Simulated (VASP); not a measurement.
# Si16HC16 (a cell with a defect) (H interstitial hop between voids) in VASP: notebook, part 2 of 2

VASP 6.6.1.

**3. Single point, PBE**

Input file INCAR:

```
  PREC = Accurate
  ENCUT = 520
  EDIFF = 1E-6
  ISMEAR = -1
  SIGMA = 0.01
  LREAL = Auto
  LASPH = True
  NELM = 120
  ALGO = Normal
  ISIF = 2
  LWAVE = False
  LCHARG = False
  GGA = PE
  NELECT = 130.0
  NBANDS = 86
  GGA_COMPAT = False
```

Input file KPOINTS:

```
regular mesh
0
Gamma
  1 1 1
```

Input file POSCAR:

```
Si16HC16
1.0
   -4.3797050000      4.3797050000     -4.3797050000
    4.3797050000      4.3797050000      4.3797050000
    4.3797050000     -4.3797050000     -4.3797050000
Si C H
16 16 1
Direct
   -0.0000769686     -0.0028361051      0.7487771885
   -0.0000702452      0.2493795087      0.4943904267
   -0.0000527823      0.4937332238      0.2500256981
   -0.0000595703      0.7481340996     -0.0021777063
    0.2521237902      0.0003267917      0.5022130532
    0.2443137312      0.2493711306      0.2500315502
    0.2521239561      0.5015602485      0.0009863987
    0.2489847607      0.7506104800      0.7512707969
    0.4986941602     -0.0028413753      0.2500308360
    0.4986789748      0.2493588528     -0.0021735052
    0.5011795585      0.4984093478      0.7512807509
    0.5011902173      0.7506188580      0.4990856788
    0.7555687165      0.0050093893      0.0056585944
    0.7477360407      0.2493757864      0.7487861506
    0.7508795866      0.5015576021      0.5022183236
    0.7477485297      0.7481258379      0.2500168129
   -0.0000617780     -0.0053626751     -0.0047309246
   -0.0000704023      0.2493701508      0.7495565542
   -0.0000730817      0.5041443341      0.5047826765
   -0.0000435064      0.7488980409      0.2500166201
    0.2499092725     -0.0006420123      0.7500048433
    0.2546877521      0.2493891909      0.5047994493
    0.2547099970      0.5041340990      0.2500342378
    0.2499380785      0.7493651792      0.0000276198
    0.4999363728     -0.0006275755      0.5000388123
    0.4994348323      0.2493366842      0.2500306247
    0.4999273059      0.4993565909      0.0000355420
    0.5004259565      0.7498535106      0.7505222576
    0.7451799295     -0.0053902907      0.2500182550
    0.7451770154      0.2493938427     -0.0047205368
    0.7499276737      0.4993655331      0.7500187995
    0.7499475264      0.7493782552      0.5000170556
   -0.0000494998      0.2494138519      0.2500608127
```

Potentials or basis: VASP PAW PBE potentials, release 64 (Si, C, H).

Launch:

```bash
> cat potpaw_PBE.64/Si/POTCAR potpaw_PBE.64/C/POTCAR potpaw_PBE.64/H/POTCAR > POTCAR
> mpirun -np 1 vasp_gam > vasp.out
```

OUTCAR:

```text
PREC = Accurate
   ENCUT = 520
   EDIFF = 1E-6
   ISMEAR = -1
   LREAL = Auto
   LASPH = True
   NELM = 120
   ISIF = 2
   GGA = PE
   NELECT = 130.0

 ion  position               nearest neighbor table
   1  1.000  0.997  0.749-  17 1.88  32 1.89  21 1.89  18 1.91  15 3.07   8 3.07   4 3.08  12 3.09
                            10 3.09  16 3.09   5 3.09  13 3.11   6 3.11   7 3.12  14 3.12   2 3.14
[... 362 lines left out ...]
  Total       15.3484836     15.3485987     15.3490434      0.0012314      0.0009072      0.0019713
  in kB       73.1781605     73.1787091     73.1808296      0.0058710      0.0043254      0.0093985
  external PRESSURE =      73.1792331 kB  Pullay stress =       0.0000000 kB

 VOLUME and BASIS-vectors are now :
 -----------------------------------------------------------------------------
  energy-cutoff  :      520.00
  volume of cell :      336.04
      direct lattice vectors                 reciprocal lattice vectors
    -4.379705000  4.379705000 -4.379705000     0.000000000  0.114162940 -0.114162940
     4.379705000  4.379705000  4.379705000     0.114162940  0.114162940  0.000000000
     4.379705000 -4.379705000 -4.379705000     0.114162940  0.000000000 -0.114162940

 POSITION                                       TOTAL-FORCE (eV/Angst)
 -----------------------------------------------------------------------------------
      3.26734      5.46723     -3.29151         0.007256      0.002535     -0.000040
     -1.12190      3.30632     -5.45247         0.004886      0.000074      0.000081
     -1.12203      5.44684     -3.31211         0.002713      0.002662      0.002275
      3.26733      3.28588     -5.47300         0.006869      0.004474      0.005122
      1.09675     -1.09389     -3.30234         0.005115      0.004678      0.005763
      1.11721      1.06713     -1.07291         0.002066      0.003127      0.001572
[... 25 lines left out ...]
      2.18743      4.37668     -2.19242        -0.002387     -0.006164     -0.002589
     -2.19194      4.37665     -4.38232        -0.000033      0.001265      0.001498
 -----------------------------------------------------------------------------------
    total drift:                               -0.038612     -0.055516     -0.042536

  FREE ENERGIE OF THE ION-ELECTRON SYSTEM (eV)
  ---------------------------------------------------
  free  energy   TOTEN  =      -230.6818665426 eV

  energy  without entropy=     -230.6818665426  energy(sigma->0) =     -230.68186654
```

OSZICAR:

```text
N       E                     dE             d eps       ncg     rms          rms(c)
DAV:   1     0.893392883974E+03    0.89339E+03   -0.67293E+04   172   0.144E+03
DAV:   2    -0.145288990345E+03   -0.10387E+04   -0.96456E+03   248   0.284E+02
DAV:   3    -0.258117050555E+03   -0.11283E+03   -0.11139E+03   208   0.902E+01
DAV:   4    -0.261623091450E+03   -0.35060E+01   -0.34920E+01   208   0.173E+01
DAV:   5    -0.261704526648E+03   -0.81435E-01   -0.81366E-01   200   0.275E+00    0.353E+01
DAV:   6    -0.231574211272E+03    0.30130E+02   -0.10473E+02   192   0.239E+01    0.155E+01
DAV:   7    -0.230803899360E+03    0.77031E+00   -0.90210E+00   216   0.749E+00    0.704E+00
DAV:   8    -0.230685722276E+03    0.11818E+00   -0.59145E-01   216   0.218E+00    0.168E+00
DAV:   9    -0.230679144609E+03    0.65777E-02   -0.73959E-02   192   0.816E-01    0.322E-01
DAV:  10    -0.230681265084E+03   -0.21205E-02   -0.10366E-02   192   0.284E-01    0.186E-01
DAV:  11    -0.230681797310E+03   -0.53223E-03   -0.14094E-03   200   0.116E-01    0.623E-02
DAV:  12    -0.230681860926E+03   -0.63616E-04   -0.17776E-04   184   0.451E-02    0.202E-02
DAV:  13    -0.230681863378E+03   -0.24521E-05   -0.13347E-05   216   0.132E-02    0.633E-03
DAV:  14    -0.230681866082E+03   -0.27036E-05   -0.34841E-06   176   0.574E-03    0.262E-03
DAV:  15    -0.230681866543E+03   -0.46054E-06   -0.53187E-07   104   0.279E-03
   1 F= -.23068187E+03 E0= -.23068187E+03  d E =-.247873E-12
```

It took 33 s on 1 thread of AMD EPYC 9R45 (Zen 5), shared host; peak memory 0.36 GiB.

What came out:

```
Free energy   : -230.6819 eV
Largest force : 0.017 eV/Å
```

Forces on the atoms (eV/Å):
```
Si   0.007  0.003  0.000
Si   0.005  0.000  0.000
Si   0.003  0.003  0.002
Si   0.007  0.004  0.005
Si   0.005  0.005  0.006
Si   0.002  0.003  0.002
Si   0.003  0.001  0.000
Si   0.000  0.001  0.005
Si  -0.001  0.008  0.000
Si  -0.001  0.003 -0.001
Si   0.000  0.001  0.008
Si  -0.001  0.000  0.004
Si   0.002  0.002  0.004
Si   0.004  0.000 -0.002
Si  -0.001  0.005  0.001
Si   0.004  0.007  0.004
C    0.010 -0.003 -0.003
C   -0.005 -0.001  0.001
C   -0.016 -0.003 -0.003
C   -0.004 -0.007 -0.004
C   -0.002 -0.002 -0.005
C   -0.003 -0.001  0.011
C   -0.001 -0.015 -0.003
C   -0.003 -0.003 -0.002
C   -0.003 -0.003 -0.003
C   -0.001 -0.002 -0.001
C   -0.002 -0.002 -0.002
C   -0.001 -0.002 -0.004
C   -0.001  0.010  0.000
C   -0.003 -0.004 -0.015
C   -0.001 -0.003 -0.003
C   -0.002 -0.006 -0.003
H    0.000  0.001  0.001
```

Caveat: the k points lie up to 1.01 Å⁻¹ apart; the cell carries a net charge on a neutralising background, which shifts energy and pressure; the cell is charged against a uniform background, so pressure and absolute levels hang on convention.

**4. Single point, PBE**

Input file INCAR:

```
  PREC = Accurate
  ENCUT = 520
  EDIFF = 1E-6
  ISMEAR = -1
  SIGMA = 0.01
  LREAL = Auto
  LASPH = T
  NELM = 120
  ALGO = Normal
  ISIF = 2
  LWAVE = F
  LCHARG = T
  GGA = PE
  LELF = T
  LVHAR = T
  NELECT = 130.0
  NBANDS = 86
  GGA_COMPAT = F
```

KPOINTS is that of step 3.

Input file POSCAR:

```
Si16HC16
1.0
   -4.3797050000      4.3797050000     -4.3797050000
    4.3797050000      4.3797050000      4.3797050000
    4.3797050000     -4.3797050000     -4.3797050000
Si C H
16 16 1
Direct
   -0.0001881405     -0.0017131291      0.7480019773
   -0.0001973877      0.2473900639      0.4987977501
   -0.0001833457      0.4995927808      0.2443847245
   -0.0001880264      0.7437975845      0.0001846015
    0.2489255555      0.0009301996      0.5014733869
    0.2519948261      0.2504342187      0.2523398265
    0.2439535311      0.4995958632      0.0001801491
    0.2520145763      0.7517959543      0.7510295785
    0.5011481367      0.0009193542      0.2493221575
    0.4984603986      0.2474138098      0.0001687328
    0.4985048080      0.4996118460      0.7480023198
    0.5011431135      0.7487301085      0.5014881139
    0.7476275229     -0.0017431539      0.0001594856
    0.7555716652      0.2553620621      0.7559304793
    0.7476227280      0.4995906117      0.4988264050
    0.7506293232      0.7517376170      0.2523233871
   -0.0002212478     -0.0010458467      0.0001553758
   -0.0001960178      0.2447435387      0.7452709714
   -0.0002347190      0.4995877576      0.4994427707
   -0.0001828890      0.7544983053      0.2550119243
    0.2498107749     -0.0003806192      0.7501752972
    0.2498247028      0.2496340507      0.5002092607
    0.2547014011      0.4995660667      0.2550409217
    0.2546849617      0.7544499002      0.0001342556
    0.5004285677      0.0002279834      0.5007930899
    0.4997802363      0.2495531092      0.2501782654
    0.4992412731      0.4996148142      0.0002098315
    0.4997878853      0.7495668087      0.7501470989
    0.7497723020     -0.0004209188      0.2501796354
    0.7449515435      0.2447250443      0.0001715869
    0.7449781435      0.4995876435      0.7453047637
    0.7497954771      0.7496069941      0.5001657646
   -0.0001143913      0.4996441541      0.0002431671
```

Launch:

```bash
> cat potpaw_PBE.64/Si/POTCAR potpaw_PBE.64/C/POTCAR potpaw_PBE.64/H/POTCAR > POTCAR
> mpirun -np 1 vasp_gam > vasp.out
```

Run time: 34 s. Hardware: 1 thread of AMD EPYC 9R45 (Zen 5), shared host; peak memory 0.35 GiB.

Results (log left out):

```
Free energy   : -230.6815 eV
Largest force : 0.033 eV/Å
```

Forces in eV/Å, atoms in the order of the input:
```
Si   0.005  0.009  0.011
Si   0.014 -0.002 -0.003
Si   0.011 -0.005 -0.007
Si   0.006  0.017  0.015
Si  -0.006 -0.002  0.003
Si   0.009  0.005  0.008
Si  -0.018  0.020 -0.012
Si   0.004 -0.006  0.001
Si  -0.007 -0.006  0.011
Si  -0.007  0.014 -0.009
Si  -0.008  0.008 -0.007
Si  -0.004 -0.003  0.012
Si   0.009  0.008  0.009
Si  -0.010 -0.007  0.010
Si   0.007 -0.003 -0.004
Si  -0.003  0.013 -0.007
C    0.003  0.002 -0.001
C    0.029 -0.006 -0.004
C    0.006 -0.008 -0.013
C   -0.029 -0.008 -0.006
C   -0.002 -0.007 -0.002
C   -0.005 -0.003  0.000
C    0.003 -0.002  0.030
C    0.005 -0.032 -0.003
C   -0.005 -0.010  0.002
C   -0.001  0.001  0.000
C   -0.003 -0.004  0.003
C    0.001 -0.001 -0.003
C   -0.006  0.001 -0.003
C   -0.001  0.024  0.001
C    0.002 -0.003 -0.027
C   -0.002 -0.004 -0.006
H   -0.001  0.001  0.003
```

Levels at points of the mesh, in eV from the Fermi level:
```csv
k point,band 61,band 62,band 63,band 64,band 65,band 66,band 67,band 68,band 69,band 70
"(0.00, 0.00, 0.00)",-1.39,-1.22,-0.29,-0.29,-0.29,1.05,1.05,2.98,3.86,3.86
```

Caveat: the k points lie up to 1.01 Å⁻¹ apart; the cell carries a net charge on a neutralising background, which shifts energy and pressure; the cell is charged against a uniform background, so pressure and absolute levels hang on convention.
